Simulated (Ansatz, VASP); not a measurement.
## One calculation of TiO2, two programs

Contents of INCAR:

```
SYSTEM = TiO2
PREC     = Accurate       ! precision mode
ENCUT    = 520            ! plane-wave cutoff, eV
EDIFF    = 1E-6           ! SCF threshold, eV
ISMEAR   = -1             ! smearing method
SIGMA    = 0.05           ! smearing width, eV
LREAL    = .FALSE.        ! projectors in reciprocal space
LASPH    = .TRUE.         ! aspherical terms in the spheres
NELM     = 60             ! most SCF steps
ALGO     = Normal         ! electronic algorithm
ISIF     = 2              ! what is computed and relaxed
LWAVE    = .FALSE.        ! write WAVECAR
LCHARG   = .FALSE.        ! write CHGCAR
GGA      = B5             ! functional
ALDAX    = 1.0          
AGGAX    = 1.0          
AGGAC    = 1.0          
ALDAC    = 0.0          
NBANDS   = 46             ! bands
```

KPOINTS

```
regular mesh
0
G
  5 5 4
  0 0 0
```

File POSCAR:

```
TiO2
1.0
    5.5822227355      0.0000000000      0.0000000000
   -2.7911113678      4.8343466985      0.0000000000
    0.0000000000      0.0000000000      6.0824678800
Ti O
3 6
Direct
    0.4669367500      0.0000000000      0.3333333333
    0.0000000000      0.4669367500      0.6666666667
    0.5330632500      0.5330632500      0.0000000000
    0.5810657200      0.8514331800      0.1206639333
    0.7296325400      0.1485668200      0.5460027333
    0.2703674600      0.4189342800      0.7873306000
    0.8514331800      0.5810657200      0.8793360667
    0.1485668200      0.7296325400      0.4539972667
    0.4189342800      0.2703674600      0.2126694000
```

The input input.yaml:

```yaml
crystal:
  lattice:
    - [5.5822227355, 0.0, 0.0]
    - [-2.7911113678, 4.8343466985, 0.0]
    - [0.0, 0.0, 6.08246788]
  atoms:
    - { symbol: Ti, position: [0.46693675, 0.0, 0.3333333333] }
    - { symbol: Ti, position: [0.0, 0.46693675, 0.6666666667] }
    - { symbol: Ti, position: [0.53306325, 0.53306325, 0.0] }
    - { symbol: O, position: [0.58106572, 0.85143318, 0.1206639333] }
    - { symbol: O, position: [0.72963254, 0.14856682, 0.5460027333] }
    - { symbol: O, position: [0.27036746, 0.41893428, 0.7873306] }
    - { symbol: O, position: [0.85143318, 0.58106572, 0.8793360667] }
    - { symbol: O, position: [0.14856682, 0.72963254, 0.4539972667] }
    - { symbol: O, position: [0.41893428, 0.27036746, 0.2126694] }
hamiltonian:
  xc: blyp
  pseudopotentials: { kind: paw }
kpoints:
  mp_grid: { grid: [5, 5, 4] }
  band_path:
    path:
      - [[0.0, 0.0, 0.0], [0.5, 0.0, 0.0], [0.3333333333, 0.3333333333, 0.0], [0.0, 0.0, 0.0], [0.0, 0.0, 0.5], [0.5, 0.0, 0.5], [0.3333333333, 0.3333333333, 0.5], [0.0, 0.0, 0.5]]
      - [[0.5, 0.0, 0.5], [0.5, 0.0, 0.0]]
      - [[0.3333333333, 0.3333333333, 0.0], [0.3333333333, 0.3333333333, 0.5]]
    npoints: 10
scf:
  occupations: { method: fermi_dirac, width: 0.05 }
  n_extra_bands: 22
output:
  forces: true
  stress: true
  eigenvalues: true
  fatbands: false
```

Alike in both runs: functional BLYP; k mesh 5 × 5 × 4; occupations fermi-dirac, width 0.05 eV; no spin polarisation.

|  | VASP | Ansatz |
| --- | --- | --- |
| version | VASP 6.6.1 | Ansatz 0.2.0 |
| potentials or method | VASP PAW PBE potentials, release 64 (Ti_sv, O) | Ansatz PAW |
| plane-wave cutoff (eV) | 520 | 420 |
| valence electrons in the cell | 72 | 72 |
| task | single point | band structure |

VASP gave:

| Quantity | Value |
| --- | --- |
| gap on the k mesh at the Fermi level (eV) | 3.53 |
| least direct gap on the mesh (eV) | 3.53 |
| pressure (GPa) | 4.6 |
| traceless stress, the component that is largest in VASP (GPa) | 0.05 |
| rms of the force components (eV/Å) | 0.120 |

Q: Estimate Ansatz's values.

A: gap on the k mesh at the Fermi level (eV): 3.56; least direct gap on the mesh (eV): 3.56; pressure (GPa): 3.7; traceless stress, the component that is largest in VASP (GPa): 0.04; rms of the force components (eV/Å): 0.082.

VASP's potentials were made for PBE, not for BLYP. Atom by atom the forces differ by 0.038 eV/Å (rms over components).
